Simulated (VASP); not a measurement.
Runs of VASP 6.6.1 on Sc3Fe. The structure is that of space group Pm-3m (No. 221), or close to it. The cells are those of the table. 

| task | level | spin | cell | cutoff (eV) | gap on the mesh (eV) | pressure (GPa) | moment (μB) |
| --- | --- | --- | --- | --- | --- | --- | --- |
| relaxation of cell and atoms | PBE | off | relaxed from a = 4.334 Å, 4 atoms | 600 | none | 0.0 | - |
| single point | r2SCAN | off | a = 4.334 Å, 4 atoms | 520 | none | -3.7 | - |
| single point | PBE | collinear, ferromagnetic start | a = 4.334 Å, 4 atoms | 520 | none | (a) | 0.90 |
| single point | PBE | collinear, ferrimagnetic start | a = 4.334 Å, 4 atoms | 520 | none | 0.0 | 0.90 |

Alike in all rows: potentials or basis VASP PAW PBE potentials, release 64 (Sc_sv, Fe); k mesh 10 × 10 × 10; smearing gaussian 0.1 eV.

Problem. Estimate the missing entries.

Solution. (a) 0.1.

Caveats: the cell stands under tension (at least some runs); the PAW data sets were made with another functional, which shifts forces and pressure a little (at least some runs).

A gap of «none» marks levels without a gap at the run's occupations.
